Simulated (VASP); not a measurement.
## Rh: relaxation of cell and atoms with r2SCAN

The system is Rh.

```
CELL_PARAMETERS angstrom
2.73098 0.00000 0.00000
-1.36549 2.36510 0.00000
0.00000 0.00000 4.42849
ATOMIC_POSITIONS crystal
Rh 0.66667 0.33333 0.75000
Rh 0.33333 0.66667 0.25000
```

This isn't the form of Rh at room conditions, which is fcc.

```yaml
Program: VASP 6.6.1
Task: relaxation of cell and atoms
Functional: r2SCAN
Potentials_or_basis: VASP PAW PBE potentials, release 64 (Rh_pv)
Cutoff: 600 eV
k_mesh: 12 × 12 × 4
Occupations: gaussian, width 0.1 eV
Spin: no spin polarisation
Dipole_correction: no
Further_INCAR_settings: ALGO = Normal; EDIFF = 1e-06; IBRION = 2; EDIFFG = -0.05; NSW = 100; ISIF = 3
```

```
Relaxed volume                        : 13.80 Å³/atom
Relaxed cell                          : a = 2.700 Å, b = 2.700 Å, c = 4.371 Å, α = 90.00°, β = 90.00°, γ = 120.00°
Space group after relaxing (to 0.1 Å) : P6_3/mmc (No. 194)
Energy gained by relaxing             : 15.3 meV/atom
Ionic steps                           : 4
Pressure after relaxing               : 0.0 GPa
Band gap on the k mesh                : zero (bands 15 and 16 overlap by 2.46 eV)
```

Stress tensor (GPa, compression positive):
```
 0.19  0.00  0.00
 0.00  0.19  0.00
 0.00  0.00 -0.44
```

Step by step:
```csv
step,energy change (eV),largest force (eV/Å),pressure (GPa),volume (Å³)
1,0.0000,0.0000,-9.26,28.60
2,0.1663,0.0000,30.29,25.32
3,-0.0306,0.0000,-0.28,27.62
4,-0.0307,0.0000,-0.02,27.59
```

Final structure:
```xyz
2
Lattice="2.6998 0.0000 0.0000 -1.3499 2.3381 0.0000 0.0000 0.0000 4.3710" Properties=species:S:1:pos:R:3 pbc="T T T"
Rh    1.3499    0.7794    3.2783
Rh    0.0000    1.5588    1.0928
```

Levels at points of the mesh, in eV from the Fermi level:
```tsv
k point	band 13	band 14	band 15	band 16	band 17	band 18
(0.00, 0.00, 0.00)	-2.58	-1.96	-1.96	0.16	0.16	0.90
(0.50, 0.00, 0.00)	-2.14	0.46	0.65	0.77	3.22	5.44
(0.00, 0.00, 0.50)	-3.23	-3.23	-0.44	-0.44	-0.44	-0.44
(0.50, 0.00, 0.50)	-0.27	-0.27	0.65	0.65	2.89	2.89
```

Run time: 9.8 min on 1 thread of Intel Xeon 8259CL, on a shared host, peak memory 0.19 GiB.

Caveat: the PAW data sets were made with another functional, which shifts forces and pressure a little.
